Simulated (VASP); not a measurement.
Here is a VASP 6.6.1 calculation.

Contents of INCAR:

```
PREC = Accurate ; ENCUT = 500
EDIFF = 1E-6 ; ISMEAR = 0
SIGMA = 0.01 ; LREAL = False
LASPH = True ; NELM = 120
ALGO = Normal ; ISIF = 2
LWAVE = False ; LCHARG = False
GGA = CA ; NBANDS = 78
GGA_COMPAT = False
```

File KPOINTS:

```
Automatic mesh
0
Gamma
  2 2 2
```

POSCAR

```
KCl
1.0
    7.6784000000      0.0000000000      0.0000000000
    0.0000000000      7.6784000000      0.0000000000
    0.0000000000      0.0000000000      7.6784000000
K Cl
8 8
Direct
    0.0000000000      0.0000000000      0.0000000000
    0.0000000000      0.0000000000      0.5000000000
    0.0000000000      0.5000000000      0.0000000000
    0.0000000000      0.5000000000      0.5000000000
    0.5000000000      0.0000000000      0.0000000000
    0.5000000000      0.0000000000      0.5000000000
    0.5000000000      0.5000000000      0.0000000000
    0.5000000000      0.5000000000      0.5000000000
    0.2500000000      0.2500000000      0.2500000000
    0.2500000000      0.2500000000      0.7500000000
    0.2500000000      0.7500000000      0.2500000000
    0.2500000000      0.7500000000      0.7500000000
    0.7500000000      0.2500000000      0.2500000000
    0.7500000000      0.2500000000      0.7500000000
    0.7500000000      0.7500000000      0.2500000000
    0.7500000000      0.7500000000      0.7500000000
```

Potentials or basis: VASP PAW LDA potentials, release 64 (K_sv, Cl).

The run is started by

```console
$ cat potpaw_LDA.64/K_sv/POTCAR potpaw_LDA.64/Cl/POTCAR > POTCAR
$ mpirun -np 1 vasp_std > vasp.out
```

Predict the band gap on the k mesh.

4.37 eV.

Estimate the pressure.

-3.1 GPa.

Caveat: the cell stands under tension.
